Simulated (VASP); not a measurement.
# BeV: single point with PBE

BeV:

```
Be V
1.0
     0.00000    2.26598    2.26598
     2.26598    0.00000    2.26598
     2.26598    2.26598    0.00000
Be V
1 1
Direct
  0.00000 0.00000 0.00000
  0.50000 0.50000 0.50000
```

```
Program                : VASP 6.6.1
Task                   : single point
Functional             : PBE
Potentials or basis    : VASP PAW PBE potentials, release 64 (Be, V_sv)
Cutoff                 : 520 eV
k mesh                 : 6 × 6 × 6
Occupations            : gaussian, width 0.1 eV
Spin                   : no spin polarisation
Dipole correction      : no
Further INCAR settings : ALGO = Normal; EDIFF = 1e-06; NBANDS = 14
```

```yaml
Pressure: 0.3 GPa
Band_gap_on_the_k_mesh: zero (an odd number of electrons rules out a gap without spin polarisation)
```

Levels at points of the mesh, in eV from the Fermi level:
| k point | band 4 | band 5 | band 6 | band 7 | band 8 | band 9 | band 10 | band 11 |
| --- | --- | --- | --- | --- | --- | --- | --- | --- |
| (0.00, 0.00, 0.00) | -37.44 | -7.38 | 0.39 | 0.39 | 0.39 | 1.04 | 1.04 | 7.59 |
| (0.50, 0.00, 0.00) | -37.47 | -3.94 | -2.10 | -0.84 | -0.84 | 1.98 | 1.98 | 3.62 |
| (0.50, 0.50, 0.00) | -37.51 | -3.27 | -1.50 | -1.30 | 1.73 | 2.34 | 2.34 | 3.80 |

Run time: 5.6 s on 1 thread of Intel Xeon 8259CL, with other jobs on the host, peak memory 0.13 GiB.

Caveat: the k points lie up to 0.40 Å⁻¹ apart, too coarse for converged energies and pressures of a metal.
